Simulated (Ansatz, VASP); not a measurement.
CdP2C: VASP beside Ansatz

```
Cd P C
1.0
     3.30484    0.00000    0.00000
     0.00000    3.30484    0.00000
     0.00000    0.00000    5.97184
Cd P C
1 2 1
Direct
  0.00000 0.00000 0.00000
  0.00000 0.50000 0.32654
  0.50000 0.00000 0.67346
  0.50000 0.50000 0.50000
```

Alike in both runs: task single point; functional PBE; k mesh 8 × 8 × 4; occupations fermi-dirac, width 0.02 eV; no spin polarisation.

```csv
,VASP,Ansatz
version,VASP 6.6.1,Ansatz 0.2.0
potentials or method,"VASP PAW PBE potentials, release 64 (Cd, P, C)","plane waves, PAW"
plane-wave cutoff (eV),520,420
valence electrons in the cell,26,34
```

```tsv
	VASP	Ansatz	Ansatz less VASP
pressure (GPa)	1.7	1.5	-0.16
rms of the force components (eV/Å)	0.082	0.057	-0.0254
```

The functional is the same, so the differences come from potentials, cutoffs and numerics. VASP's potentials hold 26 valence electrons a cell and Ansatz's 34, so a difference there can come from the potentials and not from the codes.
